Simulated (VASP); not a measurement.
Wanted: the native input for a VASP 6.6.1 run.

```
Task                   : single point
Functional             : r2SCAN
Potentials or basis    : VASP PAW PBE potentials, release 64 (Sr_sv, Cl)
Cutoff                 : 520 eV
k mesh                 : 6 × 6 × 6
Occupations            : gaussian, width 0.01 eV
Spin                   : no spin polarisation
Dipole correction      : no
Further INCAR settings : ALGO = Normal; EDIFF = 1e-06; NBANDS = 33
```

Crystal: SrCl2.

```
CELL_PARAMETERS angstrom
-2.86483 2.86483 7.02493
2.86483 -2.86483 7.02493
2.86483 2.86483 -7.02493
ATOMIC_POSITIONS crystal
Sr 0.75000 0.25000 0.50000
Sr 0.00000 0.00000 0.00000
Cl 0.54037 0.04037 0.50000
Cl 0.79037 0.79037 0.00000
Cl 0.20963 0.20963 0.00000
Cl 0.95963 0.45963 0.50000
```

One way to write it, as run:

POSCAR

```
SrCl2
1.0
   -2.8648298897      2.8648298897      7.0249316176
    2.8648298897     -2.8648298897      7.0249316176
    2.8648298897      2.8648298897     -7.0249316176
Sr Cl
2 4
Direct
    0.7500000000      0.2500000000      0.5000000000
    0.0000000000      0.0000000000      0.0000000000
    0.5403727397      0.0403727397      0.5000000000
    0.7903727397      0.7903727397      0.0000000000
    0.2096272603      0.2096272603      0.0000000000
    0.9596272603      0.4596272603      0.5000000000
```

INCAR.step1

```
ALGO = Normal
EDIFF = 1E-4
ENCUT = 520
GGA = PE
ISMEAR = 0
LASPH = T
LCHARG = F
LREAL = F
LWAVE = T
NBANDS = 33
NELM = 60
PREC = Accurate
SIGMA = 0.01
```

INCAR.step2

```
ALGO = Normal
EDIFF = 1E-6
ENCUT = 520
ISIF = 2
ISMEAR = 0
ISTART = 1
LASPH = T
LCHARG = F
LMIXTAU = T
LREAL = F
LWAVE = F
METAGGA = R2SCAN
NBANDS = 33
NELM = 60
PREC = Accurate
SIGMA = 0.01
```

KPOINTS

```
k-points
0
Gamma
  6 6 6
```

Potentials or basis: VASP PAW PBE potentials, release 64 (Sr_sv, Cl).

Run with:

```console
$ cat potpaw_PBE.64/Sr_sv/POTCAR potpaw_PBE.64/Cl/POTCAR > POTCAR
$ cp INCAR.step1 INCAR
$ mpirun -np 1 vasp_std > vasp.out
$ cp INCAR.step2 INCAR
$ mpirun -np 1 vasp_std > vasp.out
```

It gave:

```yaml
Pressure: -0.7 GPa
Largest_force: 0.053 eV/Å
Band_gap_on_the_k_mesh: 6.09 eV (least direct gap 6.25 eV)
```

Caveat: the PAW data sets were made with another functional, which shifts forces and pressure a little.

It took 40 min on 1 thread of Intel Xeon 8259CL, with other jobs on the host, peak memory 0.67 GiB.
